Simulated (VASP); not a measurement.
Here is a VASP 6.6.1 calculation.

File INCAR:

```
ALGO = Normal
EDIFF = 1E-7
ENCUT = 520
GGA = PS
ISIF = 2
ISMEAR = -1
LASPH = T
LCHARG = T
LELF = T
LREAL = F
LVHAR = T
LWAVE = F
NBANDS = 28
NELM = 80
PREC = Accurate
SIGMA = 0.05
```

Contents of KPOINTS:

```
k-points
0
Gamma
  10 10 3
```

File POSCAR:

```
Ti3Al
1.0
    2.8879759913      0.0000000000      0.0000000000
   -1.4439879956      2.5010605740      0.0000000000
    0.0000000000      0.0000000000      9.1016661466
Ti Al
3 1
Direct
    0.3333333333      0.6666666667      0.2494060000
    0.3333333333      0.6666666667      0.7505940000
    0.6666666667      0.3333333333      0.0000000000
    0.6666666667      0.3333333333      0.5000000000
```

Potentials or basis: VASP PAW PBE potentials, release 64 (Ti_sv, Al).

Command:

```bash
$ cat potpaw_PBE.64/Ti_sv/POTCAR potpaw_PBE.64/Al/POTCAR > POTCAR
$ mpirun -np 1 vasp_std > vasp.out
```

**Question.** Estimate the largest force.

**Answer.** 0.070 eV/Å.

**Question.** Predict the pressure.

**Answer.** 1.0 GPa.

Stress tensor (GPa, compression positive):
```
0.77 0.00 0.00
0.00 0.77 0.00
0.00 0.00 1.43
```

Caveat: the PAW data sets were made with another functional, which shifts forces and pressure a little.
